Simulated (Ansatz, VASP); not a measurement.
Ag in VASP and in Ansatz

File INCAR:

```
SYSTEM = Ag
ALGO = Normal
EDIFF = 1E-6
ENCUT = 520
GGA = PE
ISIF = 2
ISMEAR = -1
LASPH = .TRUE.
LCHARG = .FALSE.
LREAL = .FALSE.
LWAVE = .FALSE.
NBANDS = 12
NELM = 60
PREC = Accurate
SIGMA = 0.1
```

The input KPOINTS:

```
k-points
0
G
  16 16 16
  0 0 0
```

POSCAR

```
Ag
1.0
    0.0000000000      1.8928153573      1.8928153573
    1.8928153573      0.0000000000      1.8928153573
    1.8928153573      1.8928153573      0.0000000000
Ag
1
Direct
    0.0000000000      0.0000000000      0.0000000000
```

Input for Ansatz:

```yaml
crystal:
  lattice:
    - [0.0, 1.8928153573, 1.8928153573]
    - [1.8928153573, 0.0, 1.8928153573]
    - [1.8928153573, 1.8928153573, 0.0]
  atoms:
    - { symbol: Ag, position: [0.0, 0.0, 0.0] }
kpoints:
  mp_grid: { grid: [16, 16, 16] }
scf:
  occupations: { method: fermi_dirac, width: 0.1 }
hamiltonian:
  xc: pbe
  pseudopotentials: { kind: all_electron, lapw: { basis_error: 0.001 } }
output:
  forces: true
  stress: true
  eigenvalues: true
  populations: true
```

Change from the starting cell: volume scaled by 0.76, LAPW.

Alike in both runs: task single point; functional PBE; k mesh 16 × 16 × 16; occupations fermi-dirac, width 0.1 eV; no spin polarisation.

```csv
,VASP,Ansatz
version,VASP 6.6.1,Ansatz 0.2.0
potentials or method,"VASP PAW PBE potentials, release 64 (Ag), cutoff 520 eV","all-electron LAPW, scalar-relativistic"
```

Ansatz gave:

| Property | Result |
| --- | --- |
| pressure (GPa) | 54.8 |

Estimate VASP's values.

pressure (GPa): 54.3.

Both programs put the cell under a high pressure, so it lies far from rest at this level. Ansatz ran all-electron here, and VASP with PAW potentials.
